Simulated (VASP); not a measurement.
# CsLiCr2Te2S3 (P3m1) in VASP: notebook, part 2 of 2

VASP 6.6.1. Earlier steps stand in the parts before.

### 3 Single point, PBE, collinear spin, ferromagnetic start

This run uses another cell than the first one, of 19.33 Å³/atom.

INCAR

```
PREC = Accurate
ENCUT = 750
EDIFF = 1E-6
ISMEAR = -1
SIGMA = 0.05
LREAL = F
LASPH = T
NELM = 200
ALGO = Normal
ISIF = 2
LWAVE = F
LCHARG = F
ISPIN = 2
MAGMOM = 0 0 3 3 0 0 0 0 0
LORBIT = 11
LMAXMIX = 4
GGA = PE
NBANDS = 47
GGA_COMPAT = F
```

KPOINTS

```
regular mesh
0
Gamma
  6 6 1
```

POSCAR

```
CsLiCr2Te2S3
1.0
    3.4447036670      0.0000000000      0.0000000000
   -1.7223518335      2.9832008841      0.0000000000
    0.0000000000      0.0000000000     16.9318648304
Cs Li Cr Te S
1 1 2 2 3
Direct
    0.0000000000      0.0000000000      0.3936132192
    0.6666666667      0.3333333333      0.0088070929
    0.0000000000      0.0000000000      0.8504907020
    0.3333333333      0.6666666667      0.1716187344
    0.3333333333      0.6666666667      0.5687656588
    0.6666666667      0.3333333333      0.7452012548
    0.0000000000      0.0000000000      0.0942878061
    0.3333333333      0.6666666667      0.9212677266
    0.6666666667      0.3333333333      0.2459578054
```

Potentials or basis: VASP PAW PBE potentials, release 64 (Cs_sv, Li_sv, Cr_pv, Te, S).

On the command line:

```console
$ cat potpaw_PBE.64/Cs_sv/POTCAR potpaw_PBE.64/Li_sv/POTCAR potpaw_PBE.64/Cr_pv/POTCAR potpaw_PBE.64/Te/POTCAR potpaw_PBE.64/S/POTCAR > POTCAR
$ mpirun -np 1 vasp_std > vasp.out
```

OUTCAR:

```text
PREC = Accurate
   ENCUT = 750
   EDIFF = 1E-6
   ISMEAR = -1
   LREAL = F
   LASPH = T
   NELM = 200
   ISIF = 2
   ISPIN = 2
   LORBIT = 11
   GGA = PE

 ion  position               nearest neighbor table
   1  0.000  0.000  0.394-
   2  0.667  0.333  0.009-   7 2.46   7 2.46   7 2.46   8 2.48   8 2.48   8 2.48
   3  0.000  0.000  0.850-   8 2.32   8 2.32   8 2.32   6 2.67   6 2.67   6 2.67
   4  0.333  0.667  0.172-   9 2.35   9 2.35   9 2.35   7 2.38   7 2.38   7 2.38
   5  0.333  0.667  0.569-   6 3.59   6 3.59   6 3.59
   6  0.667  0.333  0.745-   3 2.67   3 2.67   3 2.67   5 3.59   5 3.59   5 3.59
   7  0.000  0.000  0.094-   4 2.38   4 2.38   4 2.38   2 2.46   2 2.46   2 2.46
   8  0.333  0.667  0.921-   3 2.32   3 2.32   3 2.32   2 2.48   2 2.48   2 2.48
   9  0.667  0.333  0.246-   4 2.35   4 2.35   4 2.35

  LATTYP: Found a hexagonal cell.
[... 906 lines left out ...]
     -0.00000      1.98880     15.59878        -0.000000      0.000000      0.012546
      1.72235      0.99440      4.16452        -0.000000      0.000000     -0.032252
 -----------------------------------------------------------------------------------
    total drift:                                0.000000     -0.000000     -0.000655

  FREE ENERGIE OF THE ION-ELECTRON SYSTEM (eV)
  ---------------------------------------------------
  free  energy   TOTEN  =       -45.3169993879 eV

  energy  without entropy=      -45.2961539013  energy(sigma->0) =      -45.30657664

 total charge

# of ion       s       p       d       tot
------------------------------------------
    1        1.842   4.691   0.122   6.656
    2        2.018   0.054   0.000   2.072
    3        0.291   6.294   4.216  10.800
    4        0.292   6.310   4.130  10.732
    5        1.420   1.848   0.032   3.299
    6        1.406   1.957   0.057   3.420
    7        1.325   2.479   0.000   3.805
    8        1.326   2.469   0.000   3.795
    9        1.330   2.466   0.000   3.796
--------------------------------------------------
tot         11.249  28.569   8.557  48.374

 magnetization (x)

# of ion       s       p       d       tot
------------------------------------------
    1        0.001  -0.000   0.002   0.002
    2        0.001  -0.001   0.000  -0.001
    3        0.037   0.031   2.576   2.644
    4        0.041   0.041   2.756   2.838
    5        0.005   0.070   0.002   0.077
    6       -0.001  -0.117   0.001  -0.117
    7       -0.002  -0.026   0.000  -0.028
    8       -0.004  -0.052   0.000  -0.057
    9       -0.004  -0.042   0.000  -0.045
--------------------------------------------------
tot          0.073  -0.097   5.338   5.313
```

OSZICAR:

```text
N       E                     dE             d eps       ncg     rms          rms(c)
DAV:   1     0.716026006647E+03    0.71603E+03   -0.37894E+04  1332   0.177E+03
DAV:   2     0.266222787201E+02   -0.68940E+03   -0.65648E+03  1372   0.410E+02
DAV:   3    -0.451016784057E+02   -0.71724E+02   -0.69285E+02  1683   0.124E+02
[... 14 lines left out ...]
DAV:  18    -0.453161657199E+02   -0.12955E-02   -0.75358E-04  1624   0.124E-01    0.161E-01
DAV:  19    -0.453168828328E+02   -0.71711E-03   -0.67412E-04  1640   0.108E-01    0.844E-02
DAV:  20    -0.453169782455E+02   -0.95413E-04   -0.14920E-04  1768   0.500E-02    0.597E-02
DAV:  21    -0.453169961712E+02   -0.17926E-04   -0.26774E-05  1666   0.264E-02    0.315E-02
DAV:  22    -0.453169990655E+02   -0.28943E-05   -0.77098E-06  1601   0.134E-02    0.170E-02
DAV:  23    -0.453169993879E+02   -0.32241E-06   -0.17640E-06  1168   0.683E-03
   1 F= -.45316999E+02 E0= -.45306577E+02  d E =-.208455E-01  mag=     5.7288
```

Wall time 6.4 min (1 thread of Intel Xeon Platinum 8259CL at 2.50GHz (Skylake/Cascade Lake), shared host); peak memory 0.64 GiB.

What came out:

| Quantity | Value |
| --- | --- |
| Free energy | -45.3170 eV |
| Pressure | 10.1 GPa |
| Largest force | 0.033 eV/Å |
| Net moment | 5.73 μB per cell |
| Site moments | Cs +0.00; Li -0.00; Cr +2.64, +2.84; Te +0.08, -0.12; S -0.03, -0.06, -0.04 μB |
| Valence electrons inside the program's atomic spheres | Cs 6.66; Li 2.07; Cr 10.80, 10.73; Te 3.30, 3.42; S 3.81, 3.79, 3.80 |

Forces in eV/Å, atoms in the order of the input:
```
Cs   0.000  0.000  0.004
Li   0.000  0.000  0.006
Cr   0.000  0.000 -0.003
Cr   0.000  0.000  0.003
Te   0.000  0.000  0.033
Te   0.000  0.000 -0.010
S    0.000  0.000 -0.013
S    0.000  0.000  0.013
S    0.000  0.000 -0.032
```

Caveat: the k points lie up to 0.37 Å⁻¹ apart; spin-orbit coupling is left out, which moves the levels of the heavy elements; the run started ferromagnetic, and an antiferromagnetic order may lie lower in energy. With open d or f shells a metallic result of PBE can be an artefact of self-interaction; +U or a hybrid may open a gap.
